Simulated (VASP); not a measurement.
# BN in VASP: further runs

Aim: see how the results for BN move with the level of theory and the settings. Levels: r2SCAN, HSE06. Tasks: single point.

Everything below comes from runs of VASP 6.6.1. Logs are shortened: lines on timing, memory, paths and dates and some standing lists are left out, and cuts for length are marked.

**1. The cell of the first run**

The structure is tetragonal, space group I-4m2 (No. 119). The conventional cell has a = 2.552 Å, b = 2.552 Å, c = 3.536 Å, α = 90.00°, β = 90.00°, γ = 90.00°. B (site symmetry -4m2) has 4 N at 1.55 Å within 2.1 Å. Within 2.1 Å of N (site symmetry -4m2) lie 4 B at 1.55 Å.

**2. Single point, r2SCAN (uniaxial x strain -2.0%)**

File POSCAR:

```
BN
1.0
    0.0000000000      1.8048245542      1.8048245542
    1.7678256509      0.0000000000      1.8048245542
    1.7678256509      1.8048245542      0.0000000000
B N
1 1
Direct
    0.0000000000      0.0000000000      0.0000000000
    0.2500000000      0.2500000000      0.2500000000
```

File INCAR.step1:

```
  PREC = Accurate
  ENCUT = 520
  ISMEAR = 0
  SIGMA = 0.01
  LREAL = False
  LASPH = True
  NELM = 80
  NBANDS = 11
  GGA = PE
  ALGO = Normal
  EDIFF = 1E-4
  LWAVE = True
  LCHARG = False
```

File INCAR.step2:

```
  PREC = Accurate
  ENCUT = 520
  EDIFF = 1E-6
  ISMEAR = 0
  SIGMA = 0.01
  LREAL = False
  LASPH = True
  NELM = 80
  ALGO = Normal
  ISIF = 2
  LWAVE = False
  LCHARG = False
  METAGGA = R2SCAN
  LMIXTAU = True
  NBANDS = 11
  ISTART = 1
```

File KPOINTS:

```
Automatic mesh
0
Gamma
  12 12 12
```

Potentials or basis: VASP PAW PBE potentials, release 64 (B, N).

Launch:

```sh
$ cat potpaw_PBE.64/B/POTCAR potpaw_PBE.64/N/POTCAR > POTCAR
$ cp INCAR.step1 INCAR
$ mpirun -np 1 vasp_std > vasp.out
$ cp INCAR.step2 INCAR
$ mpirun -np 1 vasp_std > vasp.out
```

OUTCAR:

```text
PREC = Accurate
   ENCUT = 520
   EDIFF = 1E-6
   ISMEAR = 0
   LREAL = False
   LASPH = True
   NELM = 80
   ISIF = 2
   METAGGA = R2SCAN
   ISTART = 1

 ion  position               nearest neighbor table
   1  0.000  0.000  0.000-   2 1.55   2 1.55   2 1.55   2 1.55
   2  0.250  0.250  0.250-   1 1.55   1 1.55   1 1.55   1 1.55

  LATTYP: Found a body centered tetragonal cell.
 ALAT       =     2.5524073623
 C/A-ratio  =     1.3852221844

  Lattice vectors:

 A1 = (  -1.7678256509,   0.0000000000,  -1.8048245542)
 A2 = (  -1.7678256509,   0.0000000000,   1.8048245542)
 A3 = (   1.7678256509,   1.8048245542,   0.0000000000)

Analysis of symmetry for initial positions (statically):
=====================================================================
 Subroutine PRICEL returns:
 Original cell was already a primitive cell.

 Routine SETGRP: Setting up the symmetry group for a
 body centered tetragonal supercell.

 Subroutine GETGRP returns: Found  8 space group operations
 (whereof  8 operations were pure point group operations)
 out of a pool of 16 trial point group operations.

The static configuration has the point symmetry D_2d.

Analysis of symmetry for dynamics (positions and initial velocities):
=====================================================================
 Subroutine PRICEL returns:
 Original cell was already a primitive cell.

 Routine SETGRP: Setting up the symmetry group for a
 body centered tetragonal supercell.

 Subroutine GETGRP returns: Found  8 space group operations
 (whereof  8 operations were pure point group operations)
 out of a pool of 16 trial point group operations.

The dynamic configuration has the point symmetry D_2d.

 Subroutine INISYM returns: Found  8 space group operations
 (whereof  8 operations are pure point group operations),
 and found     1 'primitive' translations

----------------------------------------------------------------------------------------

                                     Primitive cell

  volume of cell :      11.5170

  direct lattice vectors                    reciprocal lattice vectors
     0.000000000  1.804824554  1.804824554    -0.282833321  0.277035238  0.277035238
     1.767825651  0.000000000  1.804824554     0.282833321 -0.277035238  0.277035238
     1.767825651  1.804824554  0.000000000     0.282833321  0.277035238 -0.277035238

  length of vectors
     2.552407362  2.526380653  2.526380653     0.483209824  0.483209824  0.483209824

  position of ions in fractional coordinates (direct lattice)
     0.000000000  0.000000000  0.000000000
     0.250000000  0.250000000  0.250000000

  ion indices of the primitive-cell ions
   primitive index   ion index
                 1           1
                 2           2

----------------------------------------------------------------------------------------

 KPOINTS: Automatic mesh

Automatic generation of k-mesh.
 Grid dimensions read from file:
 generate k-points for:   12   12   12

 Generating k-lattice:

  Cartesian coordinates                     Fractional coordinates (reciprocal lattice)
    -0.023569443  0.023086270  0.023086270     0.083333333  0.000000000  0.000000000
     0.023569443 -0.023086270  0.023086270     0.000000000  0.083333333  0.000000000
     0.023569443  0.023086270 -0.023086270     0.000000000  0.000000000  0.083333333

  Length of vectors
     0.040267485  0.040267485  0.040267485

  Shift w.r.t. Gamma in fractional coordinates (k-lattice)
     0.000000000  0.000000000  0.000000000

 Subroutine IBZKPT returns following result:
 ===========================================

 Found    163 irreducible k-points:

 Following reciprocal coordinates:
            Coordinates               Weight
  0.000000  0.000000  0.000000      1.000000
  0.083333  0.000000  0.000000      8.000000
  0.166667  0.000000  0.000000      8.000000
  0.250000  0.000000  0.000000      8.000000
  0.333333  0.000000  0.000000      8.000000
  0.416667  0.000000  0.000000      8.000000
[... 16 lines left out ...]
  0.500000  0.166667  0.000000     16.000000
 -0.416667  0.166667  0.000000     16.000000
 [... further k-points ...]
   k-points           NKPTS =    163   k-points in BZ     NKDIM =    163   number of bands    NBANDS=     11
   number of dos      NEDOS =    301   number of ions     NIONS =      2
   total plane-waves  NPLWV =   8000
   dimension x,y,z NGX =    20 NGY =   20 NGZ =   20
   dimension x,y,z NGXF=    40 NGYF=   40 NGZF=   40
   ions per type =               1   1
   NGX,Y,Z   is equivalent  to a cutoff of  13.03, 13.16, 13.16 a.u.
   NGXF,Y,Z  is equivalent  to a cutoff of  26.05, 26.32, 26.32 a.u.
 SYSTEM =  unknown system
   PREC   = accura    normal or accurate (medium, high low for compatibility)
   ISTART =      1    job   : 0-new  1-cont  2-samecut
   ICHARG =      0    charge: 1-file 2-atom 10-const
   ISPIN  =      1    spin polarized calculation?
   LNONCOLLINEAR =      F non collinear calculations
   LSORBIT =      F    spin-orbit coupling
   LASPH  =      T    aspherical Exc in radial PAW
   ENCUT  =  520.0 eV  38.22 Ry    6.18 a.u.   4.75  4.70  4.70*2*pi/ulx,y,z
   NELM   =     80;   NELMIN=  2; NELMDL=  0     # of ELM steps
   EDIFF  = 0.1E-05   stopping-criterion for ELM
   LREAL  =      F    real-space projection
   EDIFFG = 0.1E-04   stopping-criterion for IOM
   NSW    =      0    number of steps for IOM
   IBRION =     -1    ionic relax: 0-MD 1-quasi-New 2-CG
   NFREE  =      0    steps in history (QN), initial steepest desc. (CG)
   ISIF   =      2    stress and relaxation
   ISYM   =      2    0-nonsym 1-usesym 2-fastsym
   POTIM  = 0.5000    time-step for ionic-motion
   TEBEG  =    0.0;   TEEND  =   0.0 temperature during run
   PSTRESS=    0.0 pullay stress
   NELECT =       8.0000    total number of electrons
   NUPDOWN=      -1.0000    fix difference up-down
   EMIN   =  10.00;   EMAX   =-10.00  energy-range for DOS
   EFERMI =   0.00;   METHOD = LEGACY
   ISMEAR =     0;   SIGMA  =   0.01  broadening in eV -4-tet -1-fermi 0-gaus
   EFERMI_NEDOS =   21; number of points for ismear=-14 and -15
   IALGO  =     38    algorithm
   IMIX   =      4    mixing-type and parameters
     AMIX     =   0.40;   BMIX     =  1.00
     AMIX_MAG =   1.60;   BMIX_MAG =  1.00
  volume/ion in A,a.u.               =       5.76        38.86
  Fermi-wavevector in a.u.,A,eV,Ry     =   1.449857  2.739832 28.600588  2.102084
  Thomas-Fermi vector in A             =   2.567535
   LORBIT       =      0    0 simple, 1 ext, 2 COOP (PROOUT), +10 PAW based schemes
   METAGGA = R2SCAN    functional components
   LHFCALC =     F    Hartree Fock is set to
   AEXX    =    0.0000 exact exchange contribution
   IVDW    =     0    specifies the selected vdW correction
   LEPSILON=     F    determine dielectric tensor
   LRPA    =     F    only Hartree local field effects (RPA)
 non-spin polarized calculation
 Gauss-broadening in eV      SIGMA  =   0.01
  energy-cutoff  :      520.00
  volume of cell :       11.52
 maximum number of plane-waves:       323
   NGX =  9   NGY =  9   NGZ =  9

 number of electron       7.9999998 magnetization

 Free energy of the ion-electron system (eV)
  ---------------------------------------------------
  ext. energy  EPLUGINS =         0.00000000
  ---------------------------------------------------
  free energy    TOTEN  =       -19.15632852 eV

  energy without entropy =      -19.15632852  energy(sigma->0) =      -19.15632852

 E-fermi :   7.7382     XC(G=0): -13.7807

 val. band max:        7.6926112375   @ k =   0.0000   0.0000   0.0000
 cond. band min:      12.3149264556   @ k =   0.0000   0.5000   0.5000
 fundamental gap:      4.6223152181
 Fermi energy:         7.7382366077

 k-point     1 :       0.0000    0.0000    0.0000
  band No.  band energies     occupation
      1     -14.0300      2.00000
      2       7.4878      2.00000
      3       7.4878      2.00000
      4       7.6926      2.00000
      5      17.1110      0.00000
      6      17.2598      0.00000
      7      17.2598      0.00000
      8      19.0517      0.00000
      9      34.1920      0.00000
     10      36.0580      0.00000
     11      37.0958      0.00000

 k-point     2 :       0.0833    0.0000    0.0000
  band No.  band energies     occupation
      1     -13.8513      2.00000
      2       6.5797      2.00000
      3       7.2877      2.00000
      4       7.4505      2.00000
      5      17.3518      0.00000
      6      17.5515      0.00000
      7      17.5747      0.00000
      8      19.6231      0.00000
      9      33.9044      0.00000
     10      34.0530      0.00000
     11      34.8090      0.00000

 k-point     3 :       0.1667    0.0000    0.0000
  band No.  band energies     occupation
      1     -13.3224      2.00000
      2       4.3551      2.00000
      3       6.7998      2.00000
      4       6.9984      2.00000
      5      17.7616      0.00000
      6      18.2153      0.00000
      7      18.2382      0.00000
      8      21.0196      0.00000
      9      32.5327      0.00000
     10      32.9127      0.00000
     11      33.4698      0.00000

 k-point     4 :       0.2500    0.0000    0.0000
  band No.  band energies     occupation
      1     -12.4690      2.00000
      2       1.7350      2.00000
      3       6.2345      2.00000
      4       6.4826      2.00000
      5      18.0860      0.00000
      6      18.8108      0.00000
      7      18.9288      0.00000
      8      22.4509      0.00000
      9      32.2753      0.00000
     10      32.3701      0.00000
     11      32.9322      0.00000
[... 239 lines left out ...]
 k-point    22 :       0.4167    0.1667    0.0000
  band No.  band energies     occupation
      1     -10.4460      2.00000
      2      -1.0976      2.00000
      3       4.1157      2.00000
      4       4.5132      2.00000
      5      16.9593      0.00000
      6      20.8932      0.00000
      7      21.7415      0.00000
      8      22.6316      0.00000
      9      29.4874      0.00000
     10      35.6340      0.00000
     11      37.7447      0.00000

 k-point    23 :       0.5000    0.1667    0.0000
  band No.  band energies     occupation
      1      -9.4343      2.00000
      2      -2.7407      2.00000
      3       3.4934      2.00000
      4       4.5854      2.00000
      5      17.3261      0.00000
      6      20.7772      0.00000
      7      21.5155      0.00000
      8      24.0768      0.00000
      9      29.9541      0.00000
     10      35.9157      0.00000
     11      36.9766      0.00000

 k-point    24 :      -0.4167    0.1667    0.0000
  band No.  band energies     occupation
      1      -9.2224      2.00000
      2      -3.0483      2.00000
      3       3.0715      2.00000
      4       4.9205      2.00000
      5      17.8141      0.00000
      6      20.5478      0.00000
      7      21.1640      0.00000
      8      24.7043      0.00000
      9      30.3296      0.00000
     10      34.4885      0.00000
     11      36.3009      0.00000

 [... further k-points ...]
[... 5 lines left out ...]
  --------------------------------------------------------------------------------------
  -------------------------------------------------------------------------------------
  Total        1.3285013      0.3765637      0.3765637      0.0000000      0.0000000      0.0000000
  in kB      184.8132662     52.3853162     52.3853162      0.0000000      0.0000000      0.0000000
  external PRESSURE =      96.5279662 kB  Pullay stress =       0.0000000 kB

 VOLUME and BASIS-vectors are now :
 -----------------------------------------------------------------------------
  energy-cutoff  :      520.00
  volume of cell :       11.52
      direct lattice vectors                 reciprocal lattice vectors
     0.000000000  1.804824554  1.804824554    -0.282833321  0.277035238  0.277035238
     1.767825651  0.000000000  1.804824554     0.282833321 -0.277035238  0.277035238
     1.767825651  1.804824554  0.000000000     0.282833321  0.277035238 -0.277035238

 POSITION                                       TOTAL-FORCE (eV/Angst)
 -----------------------------------------------------------------------------------
      0.00000      0.00000      0.00000         0.000000     -0.000000     -0.000000
      0.88391      0.90241      0.90241        -0.000000      0.000000      0.000000
 -----------------------------------------------------------------------------------
    total drift:                               -0.000001      0.000001      0.000001

  FREE ENERGIE OF THE ION-ELECTRON SYSTEM (eV)
  ---------------------------------------------------
  free  energy   TOTEN  =       -19.1563285219 eV

  energy  without entropy=      -19.1563285219  energy(sigma->0) =      -19.15632852
```

Wall time 44 s (1 thread of Intel Xeon 6975P-C, shared host); peak memory 0.14 GiB.

What came out:

* Free energy: -19.1563 eV
* Pressure: 9.7 GPa
* Band gap on the k mesh: 4.62 eV (least direct gap 9.42 eV)

Stress tensor (GPa, compression positive):
```
18.48  0.00  0.00
 0.00  5.24  0.00
 0.00  0.00  5.24
```

Levels at points of the mesh, in eV from the valence-band top:
```tsv
k point	band 1	band 2	band 3	band 4	band 5	band 6	band 7	band 8
(0.00, 0.00, 0.00)	-21.72	-0.20	-0.20	0.00	9.42	9.57	9.57	11.36
(0.50, 0.00, 0.00)	-17.30	-11.46	-2.37	-2.03	10.80	11.35	11.79	16.55
(0.50, 0.50, 0.00)	-15.93	-9.73	-5.27	-5.25	5.00	10.00	19.33	19.66
(0.00, 0.50, 0.50)	-15.68	-9.42	-5.56	-5.56	4.62	9.49	19.56	19.56
```

Caveat: the cell differs from its parent crystal (uniaxial x strain -2.0%); the stress differs along the axes, from 5 to 18 GPa; the PAW data sets were made with another functional, which shifts forces and pressure a little.

**3. Single point, r2SCAN (epitaxial xy strain +1.7%)**

File POSCAR:

```
BN
1.0
    0.0000000000      1.8353260892      1.7917417124
    1.8353260892      0.0000000000      1.7917417124
    1.8353260892      1.8353260892      0.0000000000
B N
1 1
Direct
    0.0000000000      0.0000000000      0.0000000000
    0.2500000000      0.2500000000      0.2500000000
```

File INCAR.step1:

```
PREC     = Accurate       # precision mode
ENCUT    = 520            # plane-wave cutoff, eV
ISMEAR   = 0              # smearing method
SIGMA    = 0.01           # smearing width, eV
LREAL    = False          # projectors in reciprocal space
LASPH    = True           # aspherical terms in the spheres
NELM     = 80             # most SCF steps
NBANDS   = 11             # bands
GGA      = PE             # functional
ALGO     = Normal         # electronic algorithm
EDIFF    = 1E-4           # SCF threshold, eV
LWAVE    = True           # write WAVECAR
LCHARG   = False          # write CHGCAR
```

File INCAR.step2:

```
PREC     = Accurate       # precision mode
ENCUT    = 520            # plane-wave cutoff, eV
EDIFF    = 1E-6           # SCF threshold, eV
ISMEAR   = 0              # smearing method
SIGMA    = 0.01           # smearing width, eV
LREAL    = False          # projectors in reciprocal space
LASPH    = True           # aspherical terms in the spheres
NELM     = 80             # most SCF steps
ALGO     = Normal         # electronic algorithm
ISIF     = 2              # what is computed and relaxed
LWAVE    = False          # write WAVECAR
LCHARG   = True           # write CHGCAR
METAGGA  = R2SCAN         # meta-GGA
LMIXTAU  = True         
LELF     = True           # ELF
LVHAR    = True         
NBANDS   = 11             # bands
ISTART   = 1
```

KPOINTS is that of step 2.

Potentials or basis: VASP PAW PBE potentials, release 64 (B, N).

Launch:

```sh
$ cat potpaw_PBE.64/B/POTCAR potpaw_PBE.64/N/POTCAR > POTCAR
$ cp INCAR.step1 INCAR
$ mpirun -np 1 vasp_std > vasp.out
$ cp INCAR.step2 INCAR
$ mpirun -np 1 vasp_std > vasp.out
```

Run time: 62 s. Hardware: 1 thread of Intel Xeon 6975P-C, shared host; peak memory 0.13 GiB.

Results (log left out):

```
Free energy            : -19.1558 eV
Pressure               : -8.8 GPa
Band gap on the k mesh : 4.52 eV (least direct gap 9.16 eV)
```

Stress tensor (GPa, compression positive):
```
-13.64   0.00   0.00
  0.00 -13.64   0.00
  0.00   0.00   0.99
```

Levels at points of the mesh, in eV from the valence-band top:
| k point | band 2 | band 3 | band 4 | band 5 | band 6 | band 7 |
| --- | --- | --- | --- | --- | --- | --- |
| (0.00, 0.00, 0.00) | -0.23 | -0.23 | 0.00 | 9.16 | 9.33 | 9.33 |
| (0.50, 0.00, 0.00) | -11.03 | -2.31 | -1.94 | 10.18 | 11.05 | 11.49 |
| (0.50, 0.50, 0.00) | -9.09 | -5.36 | -5.36 | 4.52 | 9.15 | 18.79 |
| (0.50, 0.00, 0.50) | -9.44 | -5.03 | -5.02 | 4.94 | 9.73 | 18.53 |

Caveat: the cell differs from its parent crystal (epitaxial xy strain +1.7%); the stress differs along the axes, from -14 to 1 GPa; the PAW data sets were made with another functional, which shifts forces and pressure a little. A k mesh can miss the band edges.

**4. Single point, r2SCAN (uniaxial z strain +5.5%)**

File POSCAR:

```
BN
1.0
    0.0000000000      1.8048245542      1.9031874924
    1.8048245542      0.0000000000      1.9031874924
    1.8048245542      1.8048245542      0.0000000000
B N
1 1
Direct
    0.0000000000      0.0000000000      0.0000000000
    0.2500000000      0.2500000000      0.2500000000
```

File INCAR.step1:

```
SYSTEM = BN
ALGO = Normal
EDIFF = 1E-4
ENCUT = 520
GGA = PE
ISMEAR = 0
LASPH = .TRUE.
LCHARG = .FALSE.
LREAL = .FALSE.
LWAVE = .TRUE.
NBANDS = 11
NELM = 60
PREC = Accurate
SIGMA = 0.01
```

File INCAR.step2:

```
SYSTEM = BN
ALGO = Normal
EDIFF = 1E-7
ENCUT = 520
ISIF = 2
ISMEAR = 0
ISTART = 1
LASPH = .TRUE.
LCHARG = .TRUE.
LELF = .TRUE.
LMIXTAU = .TRUE.
LREAL = .FALSE.
LVHAR = .TRUE.
LWAVE = .FALSE.
METAGGA = R2SCAN
NBANDS = 11
NELM = 60
PREC = Accurate
SIGMA = 0.01
```

File KPOINTS:

```
k-points
0
G
  12 12 12
  0 0 0
```

Launch:

```sh
$ cat potpaw_PBE.64/B/POTCAR potpaw_PBE.64/N/POTCAR > POTCAR
$ cp INCAR.step1 INCAR
$ mpirun -np 1 vasp_std > vasp.out
$ cp INCAR.step2 INCAR
$ mpirun -np 1 vasp_std > vasp.out
```

Run time: 71 s. Hardware: 1 thread of Intel Xeon 6975P-C, shared host; peak memory 0.14 GiB.

The run converged. Its results:

- Free energy: -19.0912 eV
- Pressure: -17.9 GPa
- Band gap on the k mesh: 4.44 eV (least direct gap 9.00 eV)

Stress tensor (GPa, compression positive):
```
 -6.26   0.00   0.00
  0.00  -6.26   0.00
  0.00   0.00 -41.22
```

Levels at points of the mesh, in eV from the valence-band top:
```tsv
k point	band 1	band 2	band 3	band 4	band 5	band 6	band 7	band 8	band 9
(0.00, 0.00, 0.00)	-20.92	-0.56	0.00	0.00	9.00	9.00	9.38	10.02	25.01
(0.50, 0.00, 0.00)	-16.85	-10.82	-2.53	-1.68	9.31	11.29	11.35	15.70	23.88
(0.50, 0.50, 0.00)	-15.89	-9.69	-4.55	-4.55	5.35	10.18	18.18	18.18	20.42
(0.50, 0.00, 0.50)	-15.31	-8.93	-5.27	-5.25	4.44	8.93	17.84	18.62	21.44
```

Caveat: the cell differs from its parent crystal (uniaxial z strain +5.5%); the stress differs along the axes, from -41 to -6 GPa; the PAW data sets were made with another functional, which shifts forces and pressure a little. A k mesh can miss the band edges.

[end of part 1 of 2]
